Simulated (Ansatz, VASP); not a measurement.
# V in VASP and in Ansatz

```
V
1.0
    -1.55839    1.55839    1.46761
     1.55839   -1.55839    1.46761
     1.55839    1.55839   -1.46761
V
1
Cartesian
  0.0000 0.0000 0.0000
```

Change from the starting cell: strain +0.030 along x and y, -0.030 along z, atoms carried along.

Alike in both runs: task single point; functional PBE; k mesh 22 × 22 × 22; occupations gaussian, width 0.15 eV; no spin polarisation.

```csv
,VASP,Ansatz
version,VASP 6.6.1,Ansatz 0.2.0
potentials or method,"VASP PAW PBE potentials, release 64 (V_sv), cutoff 520 eV","scalar-relativistic, plane waves, PAW"
valence electrons in the cell,13,13
```

```tsv
	VASP	Ansatz	Ansatz less VASP
gap on the k mesh at the Fermi level (eV)	none	none	-
pressure (GPa)	-8.9	-9.1	-0.20
traceless stress, the component that is largest in VASP (GPa)	3.73	3.74	+0.005
```

A gap of «none» marks a metal or a gap that the smearing closes.
